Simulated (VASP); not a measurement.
KNaF2:

```
Na K F
1.0
     1.61577    0.93286    5.27707
    -1.61577    0.93286    5.27707
     0.00000   -1.86573    5.27707
Na K F
1 1 2
Direct
  0.00000 0.00000 0.00000
  0.50000 0.50000 0.50000
  0.25000 0.25000 0.25000
  0.75000 0.75000 0.75000
```

```yaml
Program: VASP 6.6.1
Task: relaxation of cell and atoms
Functional: PBE
Potentials_or_basis: VASP PAW PBE potentials, release 64 (Na_pv, K_sv, F)
Cutoff: 600 eV
k_mesh: 8 × 8 × 8
Occupations: fermi-dirac, width 0.02 eV
Spin: no spin polarisation
```

At the start: pressure 28.2 GPa; volume 11.93 Å³/atom.

**Question.** How do energy, volume and symmetry change on relaxing?

**Answer.** Over 8 steps the energy falls by 355.6 meV/atom and the volume is 16.12 Å³/atom (+35.1 %); space group R-3m (No. 166, to 0.05 Å).

Step by step:
```
step  energy change (eV)  largest force (eV/Å)  pressure (GPa)  volume (Å³)
   1              0.0000                2.3861           28.22        47.72
   2             -1.4027                0.3080            0.90        63.76
   3             -1.4102                0.1656           -0.83        66.24
   4             -1.4113                0.2021           -0.40        65.56
   5             -1.4109                0.2240           -0.13        65.17
   6             -1.4155                0.1783            0.00        64.85
   7             -1.4213                0.0335            0.44        63.89
   8             -1.4222                0.0035            0.02        64.49
```

Final structure:
```yaml
crystal:
  lattice:
    - [1.77839, 1.02676, 5.88590]
    - [-1.77839, 1.02676, 5.88590]
    - [0.00000, -2.05351, 5.88590]
  atoms:
    - { symbol: Na, position: [0.00000, 0.00000, 0.00000] }
    - { symbol: K, position: [0.50000, 0.50000, 0.50000] }
    - { symbol: F, position: [0.26033, 0.26033, 0.26033] }
    - { symbol: F, position: [0.73967, 0.73967, 0.73967] }
```

Caveat: the volume moved by over 15 % at a fixed basis, so the end points are rough.
